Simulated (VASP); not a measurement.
# Ge (I4_1/amd) in VASP: further runs

The runs below take Ge through single point, with LDA.

Program: VASP 6.6.1. These are calculated values, not measurements. Logs are shortened: lines on timing, memory, paths and dates and some standing lists are left out, and cuts for length are marked.

### 1 The cell of the first run

The structure is tetragonal, space group I4_1/amd (No. 141). Conventional cell: a = 3.893 Å, b = 3.893 Å, c = 5.716 Å, α = 90.00°, β = 90.00°, γ = 90.00°. Within 3.2 Å of Ge (site symmetry -4m2) lie 4 Ge at 2.41 Å.

### 2 Single point, LDA

INCAR reads:

```
PREC = Accurate ; ENCUT = 520
EDIFF = 1E-6 ; ISMEAR = 0
SIGMA = 0.01 ; LREAL = F
LASPH = T ; NELM = 100
ALGO = Normal ; ISIF = 2
LWAVE = F ; LCHARG = F
GGA = CA ; NBANDS = 36
```

KPOINTS reads:

```
Automatic mesh
0
Gamma
  8 8 6
  0.5 0.5 0.5
```

POSCAR reads:

```
Ge
1.0
    2.7530334275      2.7530334275      0.0000000000
   -2.7530334275      2.7530334275      0.0000000000
    0.0000000000      0.0000000000      5.7159616193
Ge
4
Direct
    0.0000000000      0.0000000000      0.0000000000
    0.0000000000      0.5000000000      0.7500000000
    0.5000000000      0.0000000000      0.2500000000
    0.5000000000      0.5000000000      0.5000000000
```

Potentials or basis: VASP PAW LDA potentials, release 64 (Ge_d).

The run is started by

```console
cat potpaw_LDA.64/Ge_d/POTCAR > POTCAR
mpirun -np 1 vasp_std > vasp.out
```

OUTCAR:

```text
PREC = Accurate
   ENCUT = 520
   EDIFF = 1E-6
   ISMEAR = 0
   LREAL = F
   LASPH = T
   NELM = 100
   ISIF = 2
   GGA = CA

 ion  position               nearest neighbor table
   1  0.000  0.000  0.000-   2 2.41   3 2.41   2 2.41   3 2.41
   2  0.000  0.500  0.750-   1 2.41   4 2.41   1 2.41   4 2.41
   3  0.500  0.000  0.250-   1 2.41   4 2.41   4 2.41   1 2.41
   4  0.500  0.500  0.500-   2 2.41   3 2.41   3 2.41   2 2.41

  LATTYP: Found a simple tetragonal cell.
 ALAT       =     3.8933772108
 C/A-ratio  =     1.4681242813

  Lattice vectors:

 A1 = (   2.7530334275,   2.7530334275,   0.0000000000)
 A2 = (  -2.7530334275,   2.7530334275,   0.0000000000)
 A3 = (   0.0000000000,   0.0000000000,   5.7159616193)

Analysis of symmetry for initial positions (statically):
=====================================================================
 Subroutine PRICEL returns following result:

  LATTYP: Found a body centered tetragonal cell.
 ALAT       =     3.8933772108
 C/A-ratio  =     1.4681242813

  Lattice vectors:

 A1 = (   2.7530334275,   0.0000000000,  -2.8579808096)
 A2 = (  -2.7530334275,   0.0000000000,  -2.8579808096)
 A3 = (   0.0000000000,   2.7530334275,   2.8579808096)

   2 primitive cells build up your supercell.

 Routine SETGRP: Setting up the symmetry group for a
 simple tetragonal supercell.

 Subroutine GETGRP returns: Found 16 space group operations
 (whereof  8 operations were pure point group operations)
 out of a pool of 16 trial point group operations.

The static configuration has the point symmetry D_2d.
 The point group associated with its full space group is D_4h.

Analysis of symmetry for dynamics (positions and initial velocities):
=====================================================================
 Subroutine PRICEL returns following result:

  LATTYP: Found a body centered tetragonal cell.
 ALAT       =     3.8933772108
 C/A-ratio  =     1.4681242813

  Lattice vectors:

 A1 = (   2.7530334275,   0.0000000000,  -2.8579808096)
 A2 = (  -2.7530334275,   0.0000000000,  -2.8579808096)
 A3 = (   0.0000000000,   2.7530334275,   2.8579808096)

   2 primitive cells build up your supercell.

 Routine SETGRP: Setting up the symmetry group for a
 simple tetragonal supercell.

 Subroutine GETGRP returns: Found 16 space group operations
 (whereof  8 operations were pure point group operations)
 out of a pool of 16 trial point group operations.

The dynamic configuration has the point symmetry D_2d.
 The point group associated with its full space group is D_4h.

 Subroutine INISYM returns: Found 16 space group operations
 (whereof  8 operations are pure point group operations),
 and found     2 'primitive' translations

----------------------------------------------------------------------------------------

                                     Primitive cell

  volume of cell :      43.3224

  direct lattice vectors                    reciprocal lattice vectors
     2.753033428  0.000000000 -2.857980810     0.181617846  0.181617846 -0.174948690
    -2.753033428  0.000000000 -2.857980810    -0.181617846  0.181617846 -0.174948690
     0.000000000  2.753033428  2.857980810     0.000000000  0.363235691  0.000000000

  length of vectors
     3.968280152  3.968280152  3.968280152     0.310768608  0.310768608  0.363235691

  position of ions in fractional coordinates (direct lattice)
     0.000000000  0.000000000  0.000000000
     0.250000000  0.750000000  0.500000000

  ion indices of the primitive-cell ions
   primitive index   ion index
                 1           1
                 2           2

----------------------------------------------------------------------------------------

 KPOINTS: Automatic mesh

Automatic generation of k-mesh.
 Grid dimensions read from file:
 generate k-points for:    8    8    6

 Generating k-lattice:

  Cartesian coordinates                     Fractional coordinates (reciprocal lattice)
     0.022702231  0.022702231  0.000000000     0.125000000  0.000000000  0.000000000
    -0.022702231  0.022702231  0.000000000     0.000000000  0.125000000  0.000000000
     0.000000000  0.000000000  0.029158115     0.000000000  0.000000000  0.166666667

  Length of vectors
     0.032105803  0.032105803  0.029158115

  Shift w.r.t. Gamma in fractional coordinates (k-lattice)
     0.500000000  0.500000000  0.500000000

 Subroutine IBZKPT returns following result:
 ===========================================

 Found     30 irreducible k-points:

 Following reciprocal coordinates:
            Coordinates               Weight
  0.062500  0.062500  0.083333      8.000000
  0.187500  0.062500  0.083333     16.000000
  0.312500  0.062500  0.083333     16.000000
  0.437500  0.062500  0.083333     16.000000
  0.187500  0.187500  0.083333      8.000000
  0.312500  0.187500  0.083333     16.000000
[... 16 lines left out ...]
  0.312500  0.062500  0.416667     16.000000
  0.437500  0.062500  0.416667     16.000000
 [... further k-points ...]
   k-points           NKPTS =     30   k-points in BZ     NKDIM =     30   number of bands    NBANDS=     36
   number of dos      NEDOS =    301   number of ions     NIONS =      4
   total plane-waves  NPLWV =  43200
   dimension x,y,z NGX =    30 NGY =   30 NGZ =   48
   dimension x,y,z NGXF=    60 NGYF=   60 NGZF=   96
   ions per type =               4
   NGX,Y,Z   is equivalent  to a cutoff of  12.81, 12.81, 13.96 a.u.
   NGXF,Y,Z  is equivalent  to a cutoff of  25.62, 25.62, 27.92 a.u.
 SYSTEM =  unknown system
   PREC   = accura    normal or accurate (medium, high low for compatibility)
   ISTART =      0    job   : 0-new  1-cont  2-samecut
   ICHARG =      2    charge: 1-file 2-atom 10-const
   ISPIN  =      1    spin polarized calculation?
   LNONCOLLINEAR =      F non collinear calculations
   LSORBIT =      F    spin-orbit coupling
   LASPH  =      T    aspherical Exc in radial PAW
   ENCUT  =  520.0 eV  38.22 Ry    6.18 a.u.   7.24  7.24 10.63*2*pi/ulx,y,z
   NELM   =    100;   NELMIN=  2; NELMDL= -5     # of ELM steps
   EDIFF  = 0.1E-05   stopping-criterion for ELM
   LREAL  =      F    real-space projection
   EDIFFG = 0.1E-04   stopping-criterion for IOM
   NSW    =      0    number of steps for IOM
   IBRION =     -1    ionic relax: 0-MD 1-quasi-New 2-CG
   NFREE  =      0    steps in history (QN), initial steepest desc. (CG)
   ISIF   =      2    stress and relaxation
   ISYM   =      2    0-nonsym 1-usesym 2-fastsym
   POTIM  = 0.5000    time-step for ionic-motion
   TEBEG  =    0.0;   TEEND  =   0.0 temperature during run
   PSTRESS=    0.0 pullay stress
   NELECT =      56.0000    total number of electrons
   NUPDOWN=      -1.0000    fix difference up-down
   EMIN   =  10.00;   EMAX   =-10.00  energy-range for DOS
   EFERMI =   0.00;   METHOD = LEGACY
   ISMEAR =     0;   SIGMA  =   0.01  broadening in eV -4-tet -1-fermi 0-gaus
   EFERMI_NEDOS =   21; number of points for ismear=-14 and -15
   IALGO  =     38    algorithm
   IMIX   =      4    mixing-type and parameters
     AMIX     =   0.40;   BMIX     =  1.00
     AMIX_MAG =   1.60;   BMIX_MAG =  1.00
  volume/ion in A,a.u.               =      21.66       146.18
  Fermi-wavevector in a.u.,A,eV,Ry     =   1.415435  2.674785 27.258696  2.003458
  Thomas-Fermi vector in A             =   2.536874
   LORBIT       =      0    0 simple, 1 ext, 2 COOP (PROOUT), +10 PAW based schemes
   GGA     = CA    functional components
   LHFCALC =     F    Hartree Fock is set to
   AEXX    =    0.0000 exact exchange contribution
   IVDW    =     0    specifies the selected vdW correction
   LEPSILON=     F    determine dielectric tensor
   LRPA    =     F    only Hartree local field effects (RPA)
 non-spin polarized calculation
 Gauss-broadening in eV      SIGMA  =   0.01
  energy-cutoff  :      520.00
  volume of cell :       86.64
 maximum number of plane-waves:      2348
 NGX is ok and might be reduce to    30
   NGX = 15   NGY = 15   NGZ = 21

 number of electron      56.0000038 magnetization

 Free energy of the ion-electron system (eV)
  ---------------------------------------------------
  ext. energy  EPLUGINS =         0.00000000
  ---------------------------------------------------
  free energy    TOTEN  =       -20.75826045 eV

  energy without entropy =      -20.75826045  energy(sigma->0) =      -20.75826045

 E-fermi :   4.9992     XC(G=0): -10.5004

 val. band max:        4.9436073093   @ k =   0.0625   0.0625   0.0833
 cond. band min:       5.6526179018   @ k =   0.4375   0.4375   0.0833
 fundamental gap:      0.7090105926
 Fermi energy:         4.9992421713

 k-point     1 :       0.0625    0.0625    0.0833
  band No.  band energies     occupation
      1     -19.8912      2.00000
      2     -19.8911      2.00000
      3     -19.8515      2.00000
      4     -19.8502      2.00000
      5     -19.8410      2.00000
      6     -19.8060      2.00000
[... 28 lines left out ...]
     35      12.0150      0.00000
     36      13.7585      0.00000

 k-point     2 :       0.1875    0.0625    0.0833
  band No.  band energies     occupation
      1     -19.9000      2.00000
      2     -19.8912      2.00000
      3     -19.8628      2.00000
      4     -19.8499      2.00000
      5     -19.8415      2.00000
      6     -19.7947      2.00000
[... 28 lines left out ...]
     35      12.2231      0.00000
     36      12.9281      0.00000

 k-point     3 :       0.3125    0.0625    0.0833
  band No.  band energies     occupation
      1     -19.9014      2.00000
      2     -19.8907      2.00000
      3     -19.8752      2.00000
      4     -19.8586      2.00000
      5     -19.8299      2.00000
      6     -19.7908      2.00000
[... 28 lines left out ...]
     35      11.1127      0.00000
     36      11.9061      0.00000
[... 742 lines left out ...]
 k-point    23 :       0.3125    0.0625    0.4167
  band No.  band energies     occupation
      1     -19.8851      2.00000
      2     -19.8789      2.00000
      3     -19.8760      2.00000
      4     -19.8705      2.00000
      5     -19.8262      2.00000
      6     -19.8162      2.00000
[... 28 lines left out ...]
     35      11.8227      0.00000
     36      12.1194      0.00000

 k-point    24 :       0.4375    0.0625    0.4167
  band No.  band energies     occupation
      1     -19.8821      2.00000
      2     -19.8798      2.00000
      3     -19.8721      2.00000
      4     -19.8659      2.00000
      5     -19.8229      2.00000
      6     -19.8164      2.00000
[... 28 lines left out ...]
     35      12.3759      0.00000
     36      12.6299      0.00000

 [... further k-points ...]
[... 5 lines left out ...]
  --------------------------------------------------------------------------------------
  -------------------------------------------------------------------------------------
  Total        1.6681192      1.6681192      0.1040729      0.0000000      0.0000000      0.0000000
  in kB       30.8457551     30.8457551      1.9244465      0.0000000      0.0000000      0.0000000
  external PRESSURE =      21.2053189 kB  Pullay stress =       0.0000000 kB

 VOLUME and BASIS-vectors are now :
 -----------------------------------------------------------------------------
  energy-cutoff  :      520.00
  volume of cell :       86.64
      direct lattice vectors                 reciprocal lattice vectors
     2.753033428  2.753033428  0.000000000     0.181617846  0.181617846  0.000000000
    -2.753033428  2.753033428  0.000000000    -0.181617846  0.181617846  0.000000000
     0.000000000  0.000000000  5.715961619     0.000000000  0.000000000  0.174948690

 POSITION                                       TOTAL-FORCE (eV/Angst)
 -----------------------------------------------------------------------------------
      0.00000      0.00000      0.00000        -0.000000     -0.000000     -0.000000
     -1.37652      1.37652      4.28697         0.000000      0.000000     -0.000000
      1.37652      1.37652      1.42899         0.000000      0.000000      0.000000
      0.00000      2.75303      2.85798        -0.000000     -0.000000     -0.000000
 -----------------------------------------------------------------------------------
    total drift:                               -0.000000      0.000000      0.000000

  FREE ENERGIE OF THE ION-ELECTRON SYSTEM (eV)
  ---------------------------------------------------
  free  energy   TOTEN  =       -20.7582604473 eV

  energy  without entropy=      -20.7582604473  energy(sigma->0) =      -20.75826045
```

It took 37 s on 1 thread of Intel Xeon 6975P-C, shared host; peak memory 0.2 GiB.

Results:

| Quantity | Value |
| --- | --- |
| Free energy | -20.7583 eV |
| Pressure | 2.1 GPa |
| Band gap on the k mesh | 0.71 eV |

Stress tensor (GPa, compression positive):
```
3.08 0.00 0.00
0.00 3.08 0.00
0.00 0.00 0.19
```

A k mesh can miss the band edges. A hybrid or GW would open this gap; LDA tends to underestimate it.

### 3 Single point, LDA

INCAR reads:

```
SYSTEM = Ge
  PREC = Accurate
  ENCUT = 520
  EDIFF = 1E-7
  ISMEAR = 0
  SIGMA = 0.01
  LREAL = .FALSE.
  LASPH = .TRUE.
  NELM = 60
  ALGO = Normal
  ISIF = 2
  LWAVE = .FALSE.
  LCHARG = .FALSE.
  NBANDS = 36
```

KPOINTS is that of step 2.

Changes to POSCAR since step 2:

```diff
@@ -4,3 +4,3 @@
    -2.7530334275      2.7530334275      0.0000000000
-    0.0000000000      0.0000000000      5.7159616193
+    0.0000000000      0.0000000000      5.7143886527
 Ge
```

Potentials or basis: VASP PAW LDA potentials, release 64 (Ge_d).

The run is started by

```console
cat potpaw_LDA.64/Ge_d/POTCAR > POTCAR
mpirun -np 1 vasp_std > vasp.out
```

Wall time 46 s (1 thread of Intel Xeon 6975P-C, shared host); peak memory 0.19 GiB.

Results (log left out):

```yaml
Free_energy: -20.7583 eV
Pressure: 2.1 GPa
Band_gap_on_the_k_mesh: 0.71 eV
```

Stress tensor (GPa, compression positive):
```
3.05 0.00 0.00
0.00 3.05 0.00
0.00 0.00 0.18
```

Levels at points of the mesh, in eV from the valence-band top:
```
           k point  band 25  band 26  band 27  band 28  band 29  band 30  band 31  band 32
(0.06, 0.06, 0.08)    -2.96    -1.28    -0.16     0.00     1.31     1.54     1.58     2.67
```

### 4 Single point, LDA

This run uses another cell than the first one, of 21.94 Å³/atom, 1.013 times its volume.

INCAR reads:

```
PREC = Accurate
ENCUT = 520
EDIFF = 1E-7
ISMEAR = 0
SIGMA = 0.01
LREAL = False
LASPH = True
NELM = 100
ALGO = Normal
ISIF = 2
LWAVE = False
LCHARG = False
GGA = CA
NBANDS = 36
```

KPOINTS is that of step 3.

POSCAR reads:

```
Ge
1.0
    2.7811256054      2.7811256054      0.0000000000
   -2.7811256054      2.7811256054      0.0000000000
    0.0000000000      0.0000000000      5.6721641060
Ge
4
Direct
    0.0000000000      0.0000000000      0.0000000000
    0.0000000000      0.5000000000      0.7500000000
    0.5000000000      0.0000000000      0.2500000000
    0.5000000000      0.5000000000      0.5000000000
```

The run is started by

```console
cat potpaw_LDA.64/Ge_d/POTCAR > POTCAR
mpirun -np 1 vasp_std > vasp.out
```

It took 56 s on 1 thread of Intel Xeon 6975P-C, shared host; peak memory 0.2 GiB.

It converged, with:

```
Free energy            : -20.7831 eV
Pressure               : 1.1 GPa
Band gap on the k mesh : 0.74 eV
```

Stress tensor (GPa, compression positive):
```
1.52 0.00 0.00
0.00 1.52 0.00
0.00 0.00 0.14
```

Levels at points of the mesh, in eV from the valence-band top:
| k point | band 24 | band 25 | band 26 | band 27 | band 28 | band 29 | band 30 | band 31 | band 32 | band 33 |
| --- | --- | --- | --- | --- | --- | --- | --- | --- | --- | --- |
| (0.06, 0.06, 0.08) | -3.09 | -3.03 | -1.35 | -0.23 | 0.00 | 1.16 | 1.42 | 1.44 | 2.65 | 3.09 |

A k mesh can miss the band edges. Expect the measured gap to be larger: semilocal functionals such as LDA lack the derivative discontinuity.

### 5 Single point, LDA

This run uses another cell than the first one, of 22.21 Å³/atom, 1.026 times its volume.

INCAR reads:

```
SYSTEM = Ge
PREC     = Accurate       ! precision mode
ENCUT    = 520            ! plane-wave cutoff, eV
EDIFF    = 1E-6           ! SCF threshold, eV
ISMEAR   = 0              ! smearing method
SIGMA    = 0.01           ! smearing width, eV
LREAL    = .FALSE.        ! projectors in reciprocal space
LASPH    = .TRUE.         ! aspherical terms in the spheres
NELM     = 100            ! most SCF steps
ALGO     = Normal         ! electronic algorithm
ISIF     = 2              ! what is computed and relaxed
LWAVE    = .FALSE.        ! write WAVECAR
LCHARG   = .FALSE.        ! write CHGCAR
GGA      = CA             ! functional
NBANDS   = 36             ! bands
```

KPOINTS is that of step 4.

POSCAR reads:

```
Ge
1.0
    2.8092177832      2.8092177832      0.0000000000
   -2.8092177832      2.8092177832      0.0000000000
    0.0000000000      0.0000000000      5.6299395593
Ge
4
Direct
    0.0000000000      0.0000000000      0.0000000000
    0.0000000000      0.5000000000      0.7500000000
    0.5000000000      0.0000000000      0.2500000000
    0.5000000000      0.5000000000      0.5000000000
```

The run is started by

```console
cat potpaw_LDA.64/Ge_d/POTCAR > POTCAR
mpirun -np 1 vasp_std > vasp.out
```

It took 55 s on 1 thread of Intel Xeon 6975P-C, shared host; peak memory 0.2 GiB.

The run converged. Its results:

- Free energy: -20.7917 eV
- Pressure: 0.1 GPa
- Band gap on the k mesh: 0.71 eV

Levels at points of the mesh, in eV from the valence-band top:
```tsv
k point	band 26	band 27	band 28	band 29	band 30	band 31
(0.06, 0.06, 0.08)	-1.42	-0.31	0.00	1.02	1.30	1.31
```

A k mesh can miss the band edges.

(Continued in part 2 of 2.)
